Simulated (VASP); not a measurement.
# WC (Cmmm) in VASP: settings compared, part 2 of 2

VASP 6.6.1. Earlier steps stand in the parts before.

## Step 5: Single point, PBE

INCAR

```
SYSTEM = WC
ALGO = Normal ; EDIFF = 1E-6
ENCUT = 520 ; GGA = PE
ISIF = 2 ; ISMEAR = 0
LASPH = .True. ; LCHARG = .True.
LELF = .True. ; LREAL = .False.
LVHAR = .True. ; LWAVE = .False.
NBANDS = 16 ; NELM = 100
PREC = Accurate ; SIGMA = 0.017
```

KPOINTS

```
k-points
0
Gamma
  10 10 6
  0 0 0
```

POSCAR

```
WC
1.0
    1.6403461100     -2.1180379000      0.0000000000
    1.6403461100      2.1180379000      0.0000000000
    0.0000000000      0.0000000000      4.3094211000
W C
1 1
Direct
    0.5000000000      0.5000000000      0.5000000000
    0.0000000000      0.0000000000      0.0000000000
```

Started as:

```sh
$ cat potpaw_PBE.64/W_sv/POTCAR potpaw_PBE.64/C/POTCAR > POTCAR
$ mpirun -np 1 vasp_std > vasp.out
```

Run time: 45 s. Hardware: 1 thread of AMD EPYC 7R13, shared host; peak memory 0.18 GiB.

The run converged. Its results:

```yaml
Free_energy: -16.7000 eV
Pressure: -31.9 GPa
Band_gap_on_the_k_mesh: zero (bands 9 and 10 overlap by 4.08 eV)
```

Stress tensor (GPa, compression positive):
```
-34.92   0.00   0.00
  0.00  -1.92   0.00
  0.00   0.00 -58.72
```

Levels at points of the mesh, in eV from the Fermi level:
```csv
k point,band 6,band 7,band 8,band 9,band 10,band 11,band 12,band 13
"(0.00, 0.00, 0.00)",-5.60,-3.41,-3.22,1.80,2.06,2.09,2.65,2.71
"(0.50, 0.00, 0.00)",-5.84,-4.82,-3.71,1.85,1.87,2.58,3.49,4.32
"(0.50, 0.50, 0.00)",-3.75,-3.31,-2.62,-0.91,-0.75,-0.20,0.98,6.06
"(0.00, 0.00, 0.50)",-7.95,-3.39,-2.68,0.19,2.03,2.59,3.66,4.40
"(0.50, 0.00, 0.50)",-4.49,-3.95,-2.50,-0.69,0.20,2.20,2.35,2.61
"(0.50, 0.50, 0.50)",-5.69,-5.02,-2.88,0.20,1.06,2.64,3.62,4.15
```

Caveat: the stress differs along the axes, from -59 to -2 GPa; spin-orbit coupling is left out, which moves the levels of the heavy elements.

## Step 6: Single point, PBE

INCAR

```
SYSTEM = WC
PREC = Accurate
ENCUT = 520
EDIFF = 1E-7
ISMEAR = 0
SIGMA = 0.018000000000000002
LREAL = .False.
LASPH = .True.
NELM = 60
ALGO = Normal
ISIF = 2
LWAVE = .False.
LCHARG = .False.
GGA = PE
NBANDS = 16
```

KPOINTS

```
Automatic mesh
0
Gamma
  10 10 6
  0 0 0
```

POSCAR is that of step 5.

Potentials or basis: VASP PAW PBE potentials, release 64 (W_sv, C).

Started as:

```sh
$ cat potpaw_PBE.64/W_sv/POTCAR potpaw_PBE.64/C/POTCAR > POTCAR
$ mpirun -np 1 vasp_std > vasp.out
```

OUTCAR:

```text
SYSTEM = WC
   PREC = Accurate
   ENCUT = 520
   EDIFF = 1E-7
   ISMEAR = 0
   LREAL = .False.
   LASPH = .True.
   NELM = 60
   ISIF = 2
   GGA = PE

 ion  position               nearest neighbor table
   1  0.500  0.500  0.500-   2 2.71   2 2.71   2 2.71   2 2.71
   2  0.000  0.000  0.000-   1 2.71   1 2.71   1 2.71   1 2.71

  LATTYP: Found a base centered orthorhombic cell.
 ALAT       =     3.2806922200
 B/A-ratio  =     1.2912140231
 C/A-ratio  =     1.3135706769

  Lattice vectors:

[... 643 lines left out ...]
------------------------ aborting loop because EDIFF is reached ----------------------------------------

  FORCE on cell =-STRESS in cart. coord.  units (eV):
  Direction    XX          YY          ZZ          XY          YZ          ZX
  --------------------------------------------------------------------------------------
  -------------------------------------------------------------------------------------
  Total       -6.5275439     -0.3581812    -10.9754894      0.0000000      0.0000000      0.0000000
  in kB     -349.2546785    -19.1644022   -587.2409415      0.0000000      0.0000000      0.0000000
  external PRESSURE =    -318.5533407 kB  Pullay stress =       0.0000000 kB

 VOLUME and BASIS-vectors are now :
 -----------------------------------------------------------------------------
  energy-cutoff  :      520.00
  volume of cell :       29.94
      direct lattice vectors                 reciprocal lattice vectors
     1.640346110 -2.118037900  0.000000000     0.304813720 -0.236067542  0.000000000
     1.640346110  2.118037900  0.000000000     0.304813720  0.236067542  0.000000000
     0.000000000  0.000000000  4.309421100     0.000000000  0.000000000  0.232049729

 POSITION                                       TOTAL-FORCE (eV/Angst)
 -----------------------------------------------------------------------------------
      1.64035      0.00000      2.15471        -0.000000     -0.000000      0.000000
      0.00000      0.00000      0.00000         0.000000      0.000000      0.000000
 -----------------------------------------------------------------------------------
    total drift:                                0.000000      0.000000      0.000000

  FREE ENERGIE OF THE ION-ELECTRON SYSTEM (eV)
  ---------------------------------------------------
  free  energy   TOTEN  =       -16.7000067643 eV

  energy  without entropy=      -16.6997245827  energy(sigma->0) =      -16.69986567
```

stdout:

```text
POSCAR found type information on POSCAR W C
 POSCAR found :  2 types and       2 ions
 scaLAPACK will be used
 LDA part: xc-table for (Slater+PW92), standard interpolation
 POSCAR, INCAR and KPOINTS ok, starting setup
 FFT: planning ... GRIDC
 FFT: planning ... GRID_SOFT
 FFT: planning ... GRID
 WAVECAR not read
 entering main loop
```

Run time: 52 s. Hardware: 1 thread of AMD EPYC 7R13, shared host; peak memory 0.18 GiB.

What came out:

* Free energy: -16.7000 eV
* Pressure: -31.9 GPa
* Band gap on the k mesh: zero (bands 9 and 10 overlap by 4.08 eV)

Levels at points of the mesh, in eV from the Fermi level:
```tsv
k point	band 5	band 6	band 7	band 8	band 9	band 10	band 11	band 12	band 13	band 14
(0.00, 0.00, 0.00)	-12.30	-5.60	-3.41	-3.22	1.80	2.06	2.09	2.65	2.71	2.92
(0.50, 0.00, 0.00)	-9.11	-5.84	-4.82	-3.71	1.85	1.87	2.58	3.49	4.32	4.64
(0.50, 0.50, 0.00)	-8.29	-3.75	-3.31	-2.62	-0.91	-0.75	-0.20	0.99	6.06	6.83
(0.00, 0.00, 0.50)	-11.35	-7.95	-3.39	-2.68	0.19	2.03	2.59	3.66	4.40	6.12
(0.50, 0.00, 0.50)	-9.64	-4.49	-3.94	-2.50	-0.68	0.21	2.20	2.35	2.61	6.42
(0.50, 0.50, 0.50)	-7.38	-5.69	-5.02	-2.88	0.20	1.06	2.64	3.62	4.15	6.06
```

Caveat: the stress differs along the axes, from -59 to -2 GPa; spin-orbit coupling is left out, which moves the levels of the heavy elements.

## Step 7: The runs side by side

```csv
task,level,cell,cutoff (eV),smearing,gap on the mesh (eV),pressure (GPa),relaxed volume (Å³/atom)
single point,PBE,as given,520,gaussian 0.03 eV,none,-31.9,-
relaxation of cell and atoms,BLYP+D3(BJ),relaxed,600,fermi-dirac 0.05 eV,none,0.0,11.69
relaxation of cell and atoms,BLYP+D4,relaxed,600,fermi-dirac 0.05 eV,none,0.0,11.90
single point,PBE,as given,520,gaussian 0.017 eV,none,-31.9,-
single point,PBE,as given,520,gaussian 0.018 eV,none,-31.9,-
```

Alike in all rows: potentials or basis VASP PAW PBE potentials, release 64 (W_sv, C); no spin polarisation; k mesh 10 × 10 × 6.

Caveats: spin-orbit coupling is left out, which moves the levels of the heavy elements; the stress differs along the axes, from -59 to -2 GPa (at least some runs); the volume moved by over 15 % at a fixed basis, so the end points are rough (at least some runs); the PAW data sets were made with another functional, which shifts forces and pressure a little (at least some runs).

Absolute energies hang on the potentials; compare differences alone.
